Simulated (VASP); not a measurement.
A run of VASP 6.6.1 is set up as follows.

INCAR

```
SYSTEM = NiSb
  ALGO = Normal
  EDIFF = 1E-6
  ENCUT = 600
  GGA = PE
  GGA_COMPAT = .False.
  ISIF = 2
  ISMEAR = -5
  LASPH = .True.
  LCHARG = .True.
  LELF = .True.
  LREAL = .False.
  LVHAR = .True.
  LWAVE = .False.
  NBANDS = 23
  NELM = 120
  PREC = Accurate
  SIGMA = 0.1
```

Contents of KPOINTS:

```
k-points
0
Gamma
  2 2 2
  0 0 0
```

The input POSCAR:

```
NiSb
1.0
    3.9399999606      0.0000000000      0.0000000000
   -1.9699999803      3.4121400568      0.0000000000
    0.0000000000      0.0000000000      5.1400000000
Ni Sb
2 2
Direct
    0.0000000000      0.0000000000      0.0000000000
    0.0000000000      0.0000000000      0.5000000000
    0.3333333333      0.6666666667      0.2500000000
    0.6666666667      0.3333333333      0.7500000000
```

Potentials or basis: VASP PAW PBE potentials, release 64 (Ni, Sb).

Run with:

```sh
$ cat potpaw_PBE.64/Ni/POTCAR potpaw_PBE.64/Sb/POTCAR > POTCAR
$ mpirun -np 1 vasp_std > vasp.out
```

Predict the band gap on the k mesh.

zero (bands 15 and 16 overlap by 2.46 eV).

What does it give for the pressure?

4.5 GPa.

Stress tensor (GPa, compression positive):
```
 1.65  0.00  0.00
 0.00  1.65  0.00
 0.00  0.00 10.22
```

Caveat: the k points lie up to 0.92 Å⁻¹ apart, too coarse for converged energies and pressures of a metal; spin-orbit coupling is left out, which moves the levels of the heavy elements; tetrahedron occupations give inexact forces and stress in metals. Spin polarisation is off, so any magnetic state and its effect on volume and gap are missing.
